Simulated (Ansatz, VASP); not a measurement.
## One calculation of Mg2SO, two programs

```
O Mg S
1.0
     3.40839    0.00000    0.00000
     0.00000    3.40839    0.00000
     0.00000    0.00000    5.03964
O Mg S
1 2 1
Direct
  0.00000 0.00000 0.00000
  0.00000 0.00000 0.50000
  0.50000 0.50000 0.00000
  0.50000 0.50000 0.50000
```

Change from the starting cell: uniaxial_z strain +5.8%.

Alike in both runs: task single point; functional r2SCAN; k mesh 8 × 8 × 6; no spin polarisation.

|  | VASP | Ansatz |
| --- | --- | --- |
| version | VASP 6.6.1 | Ansatz 0.2.0 |
| potentials or method | VASP PAW PBE potentials, release 64 (O, Mg, S) | plane waves, PAW |
| plane-wave cutoff (eV) | 520 | 500 |
| occupations | gaussian, width 0.01 eV | fixed |
| valence electrons in the cell | 16 | 32 |

|  | VASP | Ansatz | Ansatz less VASP |
| --- | --- | --- | --- |
| gap on the k mesh at the Fermi level (eV) | 3.40 | 3.43 | +0.030 |
| pressure (GPa) | -5.3 | -4.8 | +0.54 |

VASP's potentials were made for PBE, not for r2SCAN. VASP's potentials hold 16 valence electrons a cell and Ansatz's 32, so a difference there can come from the potentials and not from the codes.
